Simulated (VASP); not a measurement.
Write the native input for VASP 6.6.1 that does the following.

```
Task                   : single point
Functional             : PBE
Potentials or basis    : VASP PAW PBE potentials, release 64 (W_sv, Se)
Cutoff                 : 500 eV
k mesh                 : 14 × 14 × 14
Occupations            : gaussian, width 0.1 eV
Spin                   : no spin polarisation
Dipole correction      : no
Further INCAR settings : ALGO = Normal; EDIFF = 1e-06; NBANDS = 20
```

The structure of WSe2 lies in POSCAR:

```
WSe2
1.0
    0.0000000000      3.1015888384      3.1015888384
    3.1015888384      0.0000000000      3.1015888384
    3.1015888384      3.1015888384      0.0000000000
W Se
1 2
Direct
    0.5000000000      0.5000000000      0.5000000000
    0.2500000000      0.2500000000      0.2500000000
    0.0000000000      0.0000000000      0.0000000000
```

One way to write it, as run:

INCAR

```
PREC = Accurate ; ENCUT = 500
EDIFF = 1E-6 ; ISMEAR = 0
SIGMA = 0.1 ; LREAL = F
LASPH = T ; NELM = 120
ALGO = Normal ; ISIF = 2
LWAVE = F ; LCHARG = F
GGA = PE ; NBANDS = 20
GGA_COMPAT = F
```

KPOINTS

```
regular mesh
0
Gamma
  14 14 14
```

Potentials or basis: VASP PAW PBE potentials, release 64 (W_sv, Se).

Command:

```sh
$ cat potpaw_PBE.64/W_sv/POTCAR potpaw_PBE.64/Se/POTCAR > POTCAR
$ mpirun -np 1 vasp_std > vasp.out
```

It gave:

| Item | Value |
| --- | --- |
| Pressure | 0.1 GPa |
| Band gap on the k mesh | zero (bands 13 and 14 overlap by 2.06 eV) |

Caveat: spin-orbit coupling is left out, which moves the levels of the heavy elements.

It took 100 s on 1 thread of Intel Xeon 8259CL (shared host), peak memory 0.26 GiB.
